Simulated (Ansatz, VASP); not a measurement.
# GaAs in VASP and in Ansatz

```xyz
2
Lattice="0.0000 2.8268 2.8268 2.8268 0.0000 2.8268 2.8268 2.8268 0.0000" Properties=species:S:1:pos:R:3 pbc="T T T"
As    4.2403    4.2403    4.2403
Ga    0.0000    0.0000    0.0000
```

Alike in both runs: task single point; functional revPBE; dispersion D3(BJ); k mesh 8 × 8 × 8; occupations gaussian, width 0.1 eV; collinear spin; fixed moment 1 μB.

```csv
,VASP,Ansatz
version,VASP 6.6.1,Ansatz 0.2.0
potentials or method,"VASP PAW PBE potentials, release 64 (As, Ga_d), cutoff 520 eV","all-electron LAPW, scalar-relativistic"
```

```csv
,VASP,Ansatz,Ansatz less VASP
pressure (GPa),5.2,5.1,-0.15
size of the moment on the site where the two differ most (μB),0.31,0.36,+0.045
```

VASP's potentials were made for PBE, not for revPBE. Site moments also hang on the region over which each program counts them. Ansatz ran all-electron here, and VASP with PAW potentials.
